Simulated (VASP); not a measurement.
The system is CdBr.

```xyz
4
Lattice="0.0000 3.8602 3.8602 3.8602 0.0000 3.8602 3.8602 3.8602 0.0000" Properties=species:S:1:pos:R:3 pbc="T T T"
Cd    3.8602    3.8602    3.8602
Cd    5.7903    5.7903    5.7903
Br    0.0000    0.0000    0.0000
Br    1.9301    1.9301    1.9301
```

| Quantity | Value |
| --- | --- |
| Program | VASP 6.6.1 |
| Task | relaxation of cell and atoms |
| Functional | PBE |
| Potentials or basis | VASP PAW PBE potentials, release 64 (Cd, Br) |
| Cutoff | 600 eV |
| k mesh | 10 × 10 × 10 |
| Occupations | gaussian, width 0.1 eV |
| Spin | no spin polarisation |

At the start: pressure -1.3 GPa; volume 28.76 Å³/atom.

**Question.** Where does the relaxation end?

**Answer.** Over 4 steps the energy falls by 6.0 meV/atom and the volume is 27.34 Å³/atom (-4.9 %); space group Fd-3m (No. 227, to 0.05 Å).

Step by step:
| step | energy change (eV) | largest force (eV/Å) | pressure (GPa) | volume (Å³) |
| --- | --- | --- | --- | --- |
| 1 | 0.0000 | 0.0000 | -1.27 | 115.04 |
| 2 | -0.0208 | 0.0000 | -0.46 | 111.30 |
| 3 | -0.0237 | 0.0000 | -0.08 | 109.69 |
| 4 | -0.0238 | 0.0000 | -0.01 | 109.36 |

Final structure:
```
Cd Br
1.0
     0.00000    3.79551    3.79551
     3.79551    0.00000    3.79551
     3.79551    3.79551    0.00000
Cd Br
2 2
Direct
  0.50000 0.50000 0.50000
  0.75000 0.75000 0.75000
  0.00000 0.00000 0.00000
  0.25000 0.25000 0.25000
```
